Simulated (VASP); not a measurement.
The system is As2Se.

```
As Se
1.0
    -3.52942    3.52942    2.65357
     3.52942   -3.52942    2.65357
     3.52942    3.52942   -2.65357
As Se
4 2
Direct
  0.87500 0.12500 0.75000
  0.37500 0.12500 0.25000
  0.87500 0.62500 0.75000
  0.87500 0.12500 0.25000
  0.50000 0.50000 0.00000
  0.25000 0.75000 0.50000
```

* Program: VASP 6.6.1
* Task: relaxation of cell and atoms
* Functional: PBEsol
* Dispersion: D4
* Potentials or basis: VASP PAW PBE potentials, release 64 (As, Se)
* Cutoff: 600 eV
* k mesh: 8 × 8 × 8
* Occupations: gaussian, width 0.1 eV
* Spin: no spin polarisation

At the start: pressure -5.0 GPa; volume 22.04 Å³/atom.

Q: Where does the relaxation end?

A: Over 6 steps the energy falls by 24.8 meV/atom and the volume is 20.52 Å³/atom (-6.9 %); space group I4_1/amd (No. 141, to 0.1 Å) before and after.

The path:
```tsv
step	energy change (eV)	largest force (eV/Å)	pressure (GPa)	volume (Å³)
1	0.0000	0.0000	-5.04	132.22
2	-0.1010	0.0000	3.25	119.38
3	-0.1442	0.0000	-0.04	123.67
4	-0.1474	0.0000	-0.02	123.45
5	-0.1490	0.0000	0.01	123.19
6	-0.1491	0.0000	0.01	123.14
```

Final structure:
```cif
data_structure
_symmetry_space_group_name_H-M 'P 1'
_symmetry_Int_Tables_number 1
_cell_length_a 5.5130
_cell_length_b 5.5130
_cell_length_c 5.5130
_cell_angle_alpha 102.972
_cell_angle_beta 102.972
_cell_angle_gamma 123.439
_cell_volume 123.14
loop_
_atom_site_label
_atom_site_type_symbol
_atom_site_fract_x
_atom_site_fract_y
_atom_site_fract_z
_atom_site_occupancy
As1 As 0.87500 0.12500 0.75000 1
As2 As 0.37500 0.12500 0.25000 1
As3 As 0.87500 0.62500 0.75000 1
As4 As 0.87500 0.12500 0.25000 1
Se1 Se 0.50000 0.50000 0.00000 1
Se2 Se 0.25000 0.75000 0.50000 1
```

Caveat: the PAW data sets were made with another functional, which shifts forces and pressure a little.
